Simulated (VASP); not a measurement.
# Ca5GeN2 (F-43m) in VASP: a series of runs, part 2 of 2

VASP 6.6.1. The steps go on from the part before.

## 3. Relaxation of cell and atoms, PBE

This run uses another cell than the first one, of 19.59 Å³/atom.

File INCAR:

```
SYSTEM = Ca5GeN2
ALGO = Normal ; EDIFF = 1E-7
EDIFFG = -0.08 ; ENCUT = 600
GGA = PE ; IBRION = 2
ISIF = 3 ; ISMEAR = 0
LASPH = .True. ; LCHARG = .False.
LREAL = .False. ; LWAVE = .False.
NELM = 100 ; NSW = 36
PREC = Accurate ; SIGMA = 0.15
```

File KPOINTS:

```
k-points
0
Gamma
  3 3 3
  0 0 0
```

File POSCAR:

```
Ca5GeN2
1.0
    0.0000000000      4.2793289500      4.2793289500
    4.2793289500      0.0000000000      4.2793289500
    4.2793289500      4.2793289500      0.0000000000
Ca Ge N
5 1 2
Direct
    0.8940711100      0.8940711100      0.8940711100
    0.8940711100      0.8940711100      0.3177866700
    0.8940711100      0.3177866700      0.8940711100
    0.3177866700      0.8940711100      0.8940711100
    0.2500000000      0.2500000000      0.2500000000
    0.5000000000      0.5000000000      0.5000000000
    0.7500000000      0.7500000000      0.7500000000
    0.0000000000      0.0000000000      0.0000000000
```

Potentials or basis: VASP PAW PBE potentials, release 64 (Ca_sv, Ge_d, N).

Command:

```sh
> cat potpaw_PBE.64/Ca_sv/POTCAR potpaw_PBE.64/Ge_d/POTCAR potpaw_PBE.64/N/POTCAR > POTCAR
> mpirun -np 1 vasp_std > vasp.out
```

OUTCAR:

```text
SYSTEM = Ca5GeN2
   EDIFF = 1E-7
   EDIFFG = -0.08
   ENCUT = 600
   GGA = PE
   IBRION = 2
   ISIF = 3
   ISMEAR = 0
   LASPH = .True.
   LREAL = .False.
   NELM = 100
   NSW = 36
   PREC = Accurate

 ion  position               nearest neighbor table
   1  0.894  0.894  0.894-   8 1.57   7 2.14   4 2.56   2 2.56   3 2.56
   2  0.894  0.894  0.318-   8 1.57   7 2.14   4 2.56   1 2.56   3 2.56
   3  0.894  0.318  0.894-   8 1.57   7 2.14   4 2.56   1 2.56   2 2.56
   4  0.318  0.894  0.894-   8 1.57   7 2.14   3 2.56   1 2.56   2 2.56
   5  0.250  0.250  0.250-
   6  0.500  0.500  0.500-
   7  0.750  0.750  0.750-   1 2.14   2 2.14   3 2.14   4 2.14
   8  0.000  0.000  0.000-   2 1.57   3 1.57   4 1.57   1 1.57

  LATTYP: Found a face centered cubic cell.
 ALAT       =     8.5586579000

  Lattice vectors:

 A1 = (   0.0000000000,   4.2793289500,   4.2793289500)
 A2 = (   4.2793289500,   0.0000000000,   4.2793289500)
 A3 = (   4.2793289500,   4.2793289500,   0.0000000000)

Analysis of symmetry for initial positions (statically):
=====================================================================
 Subroutine PRICEL returns:
 Original cell was already a primitive cell.

 Routine SETGRP: Setting up the symmetry group for a
 face centered cubic supercell.

 Subroutine GETGRP returns: Found 24 space group operations
 (whereof 24 operations were pure point group operations)
 out of a pool of 48 trial point group operations.

The static configuration has the point symmetry T_d .

Analysis of symmetry for dynamics (positions and initial velocities):
=====================================================================
 Subroutine PRICEL returns:
 Original cell was already a primitive cell.

 Routine SETGRP: Setting up the symmetry group for a
 face centered cubic supercell.

 Subroutine GETGRP returns: Found 24 space group operations
 (whereof 24 operations were pure point group operations)
 out of a pool of 48 trial point group operations.

The dynamic configuration has the point symmetry T_d .

 Subroutine INISYM returns: Found 24 space group operations
 (whereof 24 operations are pure point group operations),
 and found     1 'primitive' translations

----------------------------------------------------------------------------------------

                                     Primitive cell

  volume of cell :     156.7318

  direct lattice vectors                    reciprocal lattice vectors
     0.000000000  4.279328950  4.279328950    -0.116840749  0.116840749  0.116840749
     4.279328950  0.000000000  4.279328950     0.116840749 -0.116840749  0.116840749
     4.279328950  4.279328950  0.000000000     0.116840749  0.116840749 -0.116840749

  length of vectors
     6.051885039  6.051885039  6.051885039     0.202374114  0.202374114  0.202374114

  position of ions in fractional coordinates (direct lattice)
     0.894071110  0.894071110  0.894071110
     0.894071110  0.894071110  0.317786670
     0.894071110  0.317786670  0.894071110
     0.317786670  0.894071110  0.894071110
     0.250000000  0.250000000  0.250000000
     0.500000000  0.500000000  0.500000000
     0.750000000  0.750000000  0.750000000
     0.000000000  0.000000000  0.000000000

  ion indices of the primitive-cell ions
   primitive index   ion index
                 1           1
                 2           2
                 3           3
                 4           4
                 5           5
                 6           6
                 7           7
                 8           8

----------------------------------------------------------------------------------------

 KPOINTS: k-points

Automatic generation of k-mesh.
 Grid dimensions read from file:
 generate k-points for:    3    3    3

 Generating k-lattice:

  Cartesian coordinates                     Fractional coordinates (reciprocal lattice)
    -0.038946916  0.038946916  0.038946916     0.333333333  0.000000000  0.000000000
     0.038946916 -0.038946916  0.038946916     0.000000000  0.333333333  0.000000000
     0.038946916  0.038946916 -0.038946916     0.000000000  0.000000000  0.333333333

  Length of vectors
     0.067458038  0.067458038  0.067458038

  Shift w.r.t. Gamma in fractional coordinates (k-lattice)
     0.000000000  0.000000000  0.000000000

 Subroutine IBZKPT returns following result:
 ===========================================

 Found      4 irreducible k-points:

 Following reciprocal coordinates:
            Coordinates               Weight
  0.000000  0.000000  0.000000      1.000000
  0.333333  0.000000  0.000000      8.000000
  0.333333  0.333333  0.000000      6.000000
 -0.333333  0.333333  0.000000     12.000000
   k-points           NKPTS =      4   k-points in BZ     NKDIM =      4   number of bands    NBANDS=     44
   number of dos      NEDOS =    301   number of ions     NIONS =      8
   total plane-waves  NPLWV = 110592
   dimension x,y,z NGX =    48 NGY =   48 NGZ =   48
   dimension x,y,z NGXF=    96 NGYF=   96 NGZF=   96
   ions per type =               5   1   2
   NGX,Y,Z   is equivalent  to a cutoff of  13.19, 13.19, 13.19 a.u.
   NGXF,Y,Z  is equivalent  to a cutoff of  26.37, 26.37, 26.37 a.u.
 SYSTEM =  Ca5GeN2
   PREC   = accura    normal or accurate (medium, high low for compatibility)
   ISTART =      0    job   : 0-new  1-cont  2-samecut
   ICHARG =      2    charge: 1-file 2-atom 10-const
   ISPIN  =      1    spin polarized calculation?
   LNONCOLLINEAR =      F non collinear calculations
   LSORBIT =      F    spin-orbit coupling
   LASPH  =      T    aspherical Exc in radial PAW
   ENCUT  =  600.0 eV  44.10 Ry    6.64 a.u.  12.09 12.09 12.09*2*pi/ulx,y,z
   NELM   =    100;   NELMIN=  2; NELMDL= -5     # of ELM steps
   EDIFF  = 0.1E-06   stopping-criterion for ELM
   LREAL  =      F    real-space projection
   EDIFFG = -.8E-01   stopping-criterion for IOM
   NSW    =     36    number of steps for IOM
   IBRION =      2    ionic relax: 0-MD 1-quasi-New 2-CG
   NFREE  =      1    steps in history (QN), initial steepest desc. (CG)
   ISIF   =      3    stress and relaxation
   ISYM   =      2    0-nonsym 1-usesym 2-fastsym
   POTIM  = 0.5000    time-step for ionic-motion
   TEBEG  =    0.0;   TEEND  =   0.0 temperature during run
   PSTRESS=    0.0 pullay stress
   NELECT =      74.0000    total number of electrons
   NUPDOWN=      -1.0000    fix difference up-down
   EMIN   =  10.00;   EMAX   =-10.00  energy-range for DOS
   EFERMI =   0.00;   METHOD = LEGACY
   ISMEAR =     0;   SIGMA  =   0.15  broadening in eV -4-tet -1-fermi 0-gaus
   EFERMI_NEDOS =   21; number of points for ismear=-14 and -15
   IALGO  =     38    algorithm
   IMIX   =      4    mixing-type and parameters
     AMIX     =   0.40;   BMIX     =  1.00
     AMIX_MAG =   1.60;   BMIX_MAG =  1.00
  volume/ion in A,a.u.               =      19.59       132.21
  Fermi-wavevector in a.u.,A,eV,Ry     =   1.274774  2.408973 22.110117  1.625048
  Thomas-Fermi vector in A             =   2.407523
   LORBIT       =      0    0 simple, 1 ext, 2 COOP (PROOUT), +10 PAW based schemes
   GGA     = PE    functional components
   LHFCALC =     F    Hartree Fock is set to
   AEXX    =    0.0000 exact exchange contribution
   IVDW    =     0    specifies the selected vdW correction
   LEPSILON=     F    determine dielectric tensor
   LRPA    =     F    only Hartree local field effects (RPA)
 conjugate gradient relaxation of ions
 non-spin polarized calculation
 Gauss-broadening in eV      SIGMA  =   0.15
  energy-cutoff  :      600.00
  volume of cell :      156.73
 maximum number of plane-waves:      5261
   NGX = 25   NGY = 25   NGZ = 25

--------------------------------------- Ionic step        1  -------------------------------------------

 number of electron      74.0000010 magnetization

 Free energy of the ion-electron system (eV)
  ---------------------------------------------------
  ext. energy  EPLUGINS =         0.00000000
  ---------------------------------------------------
  free energy    TOTEN  =        -8.12871761 eV

  energy without entropy =       -8.06287232  energy(sigma->0) =       -8.09579497

------------------------ aborting loop because EDIFF is reached ----------------------------------------

  FORCE on cell =-STRESS in cart. coord.  units (eV):
  Direction    XX          YY          ZZ          XY          YZ          ZX
  --------------------------------------------------------------------------------------
  -------------------------------------------------------------------------------------
  Total       61.7246960     61.7246960     61.7246960     -0.0000000      0.0000000     -0.0000000
  in kB      630.9755506    630.9755506    630.9755506     -0.0000000      0.0000000     -0.0000000
  external PRESSURE =     630.9755506 kB  Pullay stress =       0.0000000 kB
[... 627 lines left out ...]
  energy  without entropy=      -31.4256830407  energy(sigma->0) =      -31.46331437

--------------------------------------- Ionic step        7  -------------------------------------------

 number of electron      74.0000027 magnetization

 Free energy of the ion-electron system (eV)
  ---------------------------------------------------
  ext. energy  EPLUGINS =         0.00000000
  ---------------------------------------------------
  free energy    TOTEN  =       -32.06751788 eV

  energy without entropy =      -32.02872594  energy(sigma->0) =      -32.04812191

 E-fermi :   1.4400     XC(G=0):  -7.7889

 val. band max:        1.2859228211   @ k =   0.3333   0.0000   0.0000
 cond. band min:       1.5786579560   @ k =   0.3333   0.0000   0.0000
 fundamental gap:      0.2927351349
 Fermi energy:         1.4400112225

 k-point     1 :       0.0000    0.0000    0.0000
  band No.  band energies     occupation
      1     -41.7411      2.00000
      2     -38.4578      2.00000
      3     -38.4183      2.00000
      4     -38.4183      2.00000
      5     -38.4183      2.00000
      6     -22.6908      2.00000
[... 212 lines left out ...]
  FREE ENERGIE OF THE ION-ELECTRON SYSTEM (eV)
  ---------------------------------------------------
  free  energy   TOTEN  =       -32.0675178827 eV

  energy  without entropy=      -32.0287259367  energy(sigma->0) =      -32.04812191

 reached required accuracy - stopping structural energy minimisation
```

Run time: 5.7 min. Hardware: 1 thread of AMD EPYC 9R45 (Zen 5), shared host; peak memory 0.32 GiB.

What came out:

```
Free energy                           : -32.0675 eV
Relaxed volume                        : 32.44 Å³/atom
Relaxed cell                          : a = 7.159 Å, b = 7.159 Å, c = 7.159 Å, α = 60.00°, β = 60.00°, γ = 60.00°
Space group after relaxing (to 0.1 Å) : F-43m (No. 216)
Pressure after relaxing               : 0.3 GPa
Largest force after relaxing          : 0.049 eV/Å
Band gap on the k mesh                : zero (bands 37 and 38 overlap by 0.03 eV)
```

Forces in eV/Å, atoms in the order of the input:
```
Ca  -0.028 -0.028 -0.028
Ca   0.028  0.028 -0.028
Ca   0.028 -0.028  0.028
Ca  -0.028  0.028  0.028
Ca   0.000  0.000  0.000
Ge   0.000  0.000  0.000
N    0.000  0.000  0.000
N    0.000  0.000  0.000
```

Final structure:
```cif
data_structure
_symmetry_space_group_name_H-M 'P 1'
_symmetry_Int_Tables_number 1
_cell_length_a 7.1595
_cell_length_b 7.1595
_cell_length_c 7.1595
_cell_angle_alpha 60.000
_cell_angle_beta 60.000
_cell_angle_gamma 60.000
_cell_volume 259.50
loop_
_atom_site_label
_atom_site_type_symbol
_atom_site_fract_x
_atom_site_fract_y
_atom_site_fract_z
_atom_site_occupancy
Ca1 Ca 0.87395 0.87395 0.87395 1
Ca2 Ca 0.87395 0.87395 0.37814 1
Ca3 Ca 0.87395 0.37814 0.87395 1
Ca4 Ca 0.37814 0.87395 0.87395 1
Ca5 Ca 0.25000 0.25000 0.25000 1
Ge1 Ge 0.50000 0.50000 0.50000 1
N1 N 0.75000 0.75000 0.75000 1
N2 N 0.00000 0.00000 0.00000 1
```

Caveat: the k points lie up to 0.36 Å⁻¹ apart in the final cell; the volume moved by over 15 % at a fixed basis, so the end points are rough; the relaxation stopped at a loose force limit of 0.08 eV/Å, so its end isn't a converged minimum.
